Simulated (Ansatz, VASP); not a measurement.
**MoS2: VASP beside Ansatz**

File INCAR:

```
PREC = Accurate
ENCUT = 520
EDIFF = 1E-6
ISMEAR = 0
SIGMA = 0.05
LREAL = F
LASPH = T
NELM = 100
ALGO = Normal
ISIF = 2
LWAVE = F
LCHARG = F
GGA = PE
IVDW = 12
NBANDS = 20
```

The input KPOINTS:

```
Automatic mesh
0
Gamma
  12 12 4
```

File POSCAR:

```
MoS2
1.0
    3.1497239970      0.0000000000      0.0000000000
   -1.5748619985      2.7277409963      0.0000000000
    0.0000000000      0.0000000000      5.9827883942
Mo S
1 2
Direct
    0.0000000000      0.0000000000      0.0000000000
    0.3333333333      0.6666666667      0.2356692374
    0.3333333333      0.6666666667      0.7643307626
```

Input for Ansatz:

```yaml
crystal:
  lattice:
    - [3.149723997, 0.0, 0.0]
    - [-1.5748619985, 2.7277409963, 0.0]
    - [0.0, 0.0, 5.9827883942]
  atoms:
    - { symbol: Mo, position: [0.0, 0.0, 0.0] }
    - { symbol: S, position: [0.3333333333, 0.6666666667, 0.2356692374] }
    - { symbol: S, position: [0.3333333333, 0.6666666667, 0.7643307626] }
basis:
  ecutwfc: 420
kpoints:
  mp_grid: { grid: [12, 12, 4] }
hamiltonian:
  xc: pbe
  dispersion: d3bj
scf:
  occupations: { method: gaussian, width: 0.05 }
output:
  forces: true
  stress: true
  eigenvalues: true
```

Change from the starting cell: strain -0.1000 x Voigt [0, 0, 1, 0, 0, 0], atoms carried along.

Alike in both runs: task single point; functional PBE; dispersion D3(BJ); k mesh 12 × 12 × 4; occupations gaussian, width 0.05 eV; no spin polarisation.

|  | VASP | Ansatz |
| --- | --- | --- |
| version | VASP 6.6.1 | Ansatz 0.2.0 |
| potentials or method | VASP PAW PBE potentials, release 64 (Mo_sv, S), cutoff 520 eV | scalar-relativistic, plane waves, PAW |
| valence electrons in the cell | 26 | 26 |

```tsv
	VASP	Ansatz	Ansatz less VASP
gap on the k mesh at the Fermi level (eV)	none	none	-
pressure (GPa)	20.1	20.3	+0.24
traceless stress, the component that is largest in VASP (GPa)	14.44	14.37	-0.062
rms of the force components (eV/Å)	1.548	1.558	+0.0100
```

Atom by atom the forces differ by 0.010 eV/Å (rms over components). A gap of «none» marks a metal or a gap that the smearing closes.
